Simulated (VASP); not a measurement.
Crystal: Li.

```
CELL_PARAMETERS angstrom
-1.72267 1.72267 2.54037
1.72267 -1.72267 2.54037
1.72267 1.72267 -2.54037
ATOMIC_POSITIONS crystal
Li 0.00000 0.00000 0.00000
```

* Program: VASP 6.6.1
* Task: relaxation of cell and atoms
* Functional: PBE
* Potentials or basis: VASP PAW PBE potentials, release 64 (Li_sv)
* Cutoff: 600 eV
* k mesh: 18 × 18 × 18
* Occupations: gaussian, width 0.1 eV
* Spin: no spin polarisation

At the start: pressure -2.9 GPa; volume 30.16 Å³/atom.

How do energy, volume and symmetry change on relaxing?

Over 11 steps the energy falls by 125.4 meV/atom and the volume is 20.07 Å³/atom (-33.4 %); space group Fm-3m (No. 225, to 0.05 Å).

Step by step:
```tsv
step	energy change (eV)	largest force (eV/Å)	pressure (GPa)	volume (Å³)
1	0.0000	0.0000	-2.93	30.16
2	-0.0414	0.0000	-2.71	27.82
3	-0.1207	0.0000	-0.91	21.53
4	-0.1246	0.0000	0.38	19.57
5	-0.1251	0.0000	-0.02	20.09
6	-0.1251	0.0000	0.11	19.92
7	-0.1252	0.0000	0.06	19.99
8	-0.1252	0.0000	-0.04	20.12
9	-0.1253	0.0000	-0.08	20.17
10	-0.1253	0.0000	-0.06	20.15
11	-0.1254	0.0000	-0.01	20.07
```

Final structure:
```
Li
1.0
    -1.52153    1.52153    2.16753
     1.52153   -1.52153    2.16753
     1.52153    1.52153   -2.16753
Li
1
Direct
  0.00000 0.00000 0.00000
```

Caveat: the cutoff is under 1.25 times the usual one of these potentials, so pressure, stress and relaxed cells hold a basis-set (Pulay) error; the volume moved by over 15 % at a fixed basis, so the end points are rough.
